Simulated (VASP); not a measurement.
Runs of VASP 6.6.1 on MoS2. The structure is that of space group P-6m2 (No. 187), or close to it. The cells are those of the table. 

```tsv
cell	gap on the mesh (eV)	pressure (GPa)	largest force (eV/Å)
a = 3.150, b = 3.150, c = 6.648 Å, angles 90.9, 88.3, 120.0°, 3 atoms	1.21	0.0	0.45
a = 3.150, b = 3.150, c = 6.648 Å, angles 89.4, 91.1, 120.0°, 3 atoms	1.21	-0.1	0.30
a = 3.150, b = 3.150, c = 6.649 Å, angles 91.0, 88.0, 120.0°, 3 atoms	1.21	(a)	0.52
a = 3.150, b = 3.150, c = 6.648 Å, angles 90.3, 89.4, 120.0°, 3 atoms	1.22	-0.1	0.15
a = 3.150, b = 3.150, c = 6.648 Å, angles 90.7, 88.6, 120.0°, 3 atoms	1.21	0.0	0.37
```

Alike in all rows: task single point; level PBE+D3(BJ); potentials or basis VASP PAW PBE potentials, release 64 (Mo_sv, S); no spin polarisation; k mesh 12 × 12 × 4; cutoff (eV) 520; smearing gaussian 0.05 eV.

**Question.** Estimate the missing entries.

**Answer.** (a) 0.1.

A k mesh can miss the band edges, and the runs leave out spin-orbit coupling on Mo.
